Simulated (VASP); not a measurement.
Input of a VASP 6.6.1 run:

File INCAR:

```
SYSTEM = AlRu
PREC = Accurate
ENCUT = 520
EDIFF = 1E-7
ISMEAR = -1
SIGMA = 0.05
LREAL = .False.
LASPH = .True.
NELM = 60
ALGO = Normal
ISIF = 2
LWAVE = .False.
LCHARG = .False.
GGA = PS
NBANDS = 16
```

KPOINTS

```
regular mesh
0
Gamma
  14 14 14
  0 0 0
```

POSCAR

```
AlRu
1.0
    0.0000000000      2.1244899316      2.1244899316
    2.1244899316      0.0000000000      2.1244899316
    2.1244899316      2.1244899316      0.0000000000
Ru Al
1 1
Direct
    0.0000000000      0.0000000000      0.0000000000
    0.5000000000      0.5000000000      0.5000000000
```

Potentials or basis: VASP PAW PBE potentials, release 64 (Ru_pv, Al).

Launch:

```bash
$ cat potpaw_PBE.64/Ru_pv/POTCAR potpaw_PBE.64/Al/POTCAR > POTCAR
$ mpirun -np 1 vasp_std > vasp.out
```

Task: Estimate the pressure.

Result: 178.6 GPa.

Caveat: the PAW data sets were made with another functional, which shifts forces and pressure a little.
